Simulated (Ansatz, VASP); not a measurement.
# Si3N4: VASP beside Ansatz

File INCAR:

```
SYSTEM = Si3N4
PREC     = Accurate       ! precision mode
ENCUT    = 520            ! plane-wave cutoff, eV
EDIFF    = 1E-7           ! SCF threshold, eV
ISMEAR   = 0              ! smearing method
SIGMA    = 0.02           ! smearing width, eV
LREAL    = .FALSE.        ! projectors in reciprocal space
LASPH    = .TRUE.         ! aspherical terms in the spheres
NELM     = 120            ! most SCF steps
ALGO     = Normal         ! electronic algorithm
ISIF     = 2              ! what is computed and relaxed
LWAVE    = .FALSE.        ! write WAVECAR
LCHARG   = .FALSE.        ! write CHGCAR
GGA      = PE             ! functional
IBRION   = 2              ! ionic algorithm
NSW      = 50             ! ionic steps
EDIFFG   = -0.01          ! ionic threshold
GGA_COMPAT= .FALSE.      
NELMIN   = 4
```

KPOINTS

```
Automatic mesh
0
G
  6 6 6
  0 0 0
```

The input POSCAR:

```
Si3N4
1.0
    0.0000000000      3.7762145505      3.7762145505
    3.7762145505      0.0000000000      3.7762145505
    3.7762145505      3.7762145505      0.0000000000
Si N
6 8
Direct
    0.1250000000      0.1250000000      0.6250000000
    0.1250000000      0.6250000000      0.1250000000
    0.6250000000      0.1250000000      0.1250000000
    0.1250000000      0.1250000000      0.1250000000
    0.7500000000      0.7500000000      0.7500000000
    0.5000000000      0.5000000000      0.5000000000
    0.3678682578      0.3678682578      0.3678682578
    0.3536047734      0.8821317422      0.8821317422
    0.8821317422      0.8821317422      0.3536047734
    0.8821317422      0.3536047734      0.8821317422
    0.3678682578      0.3678682578      0.8963952266
    0.3678682578      0.8963952266      0.3678682578
    0.8821317422      0.8821317422      0.8821317422
    0.8963952266      0.3678682578      0.3678682578
```

Input for Ansatz:

```yaml
crystal:
  lattice:
    - [0.0, 3.7762145505, 3.7762145505]
    - [3.7762145505, 0.0, 3.7762145505]
    - [3.7762145505, 3.7762145505, 0.0]
  atoms:
    - { symbol: Si, position: [0.125, 0.125, 0.625] }
    - { symbol: Si, position: [0.125, 0.625, 0.125] }
    - { symbol: Si, position: [0.625, 0.125, 0.125] }
    - { symbol: Si, position: [0.125, 0.125, 0.125] }
    - { symbol: Si, position: [0.75, 0.75, 0.75] }
    - { symbol: Si, position: [0.5, 0.5, 0.5] }
    - { symbol: "N", position: [0.3678682578, 0.3678682578, 0.3678682578] }
    - { symbol: "N", position: [0.3536047734, 0.8821317422, 0.8821317422] }
    - { symbol: "N", position: [0.8821317422, 0.8821317422, 0.3536047734] }
    - { symbol: "N", position: [0.8821317422, 0.3536047734, 0.8821317422] }
    - { symbol: "N", position: [0.3678682578, 0.3678682578, 0.8963952266] }
    - { symbol: "N", position: [0.3678682578, 0.8963952266, 0.3678682578] }
    - { symbol: "N", position: [0.8821317422, 0.8821317422, 0.8821317422] }
    - { symbol: "N", position: [0.8963952266, 0.3678682578, 0.3678682578] }
basis: {}
kpoints:
  mp_grid: { grid: [6, 6, 6] }
hamiltonian:
  xc: pbe
  pseudopotentials: { kind: nc }
scf:
  occupations: { method: gaussian, width: 0.02 }
output:
  forces: true
  stress: true
  eigenvalues: true
relax:
  adjacent_minimum: "off"
  f_tol: 0.01
  max_steps: 30
```

Alike in both runs: task relaxation of the atoms; functional PBE; k mesh 6 × 6 × 6; occupations gaussian, width 0.02 eV; no spin polarisation.

```csv
,VASP,Ansatz
version,VASP 6.6.1,Ansatz 0.2.0
potentials or method,"VASP PAW PBE potentials, release 64 (Si, N)","scalar-relativistic, plane waves, norm-conserving pseudopotentials"
plane-wave cutoff (eV),520,1240
valence electrons in the cell,64,64
```

|  | VASP | Ansatz | Ansatz less VASP |
| --- | --- | --- | --- |
| gap on the k mesh at the Fermi level, each at its own relaxed structure (eV) | 3.70 | 3.70 | -0.007 |

Ansatz's warnings: stress scf threshold loose.
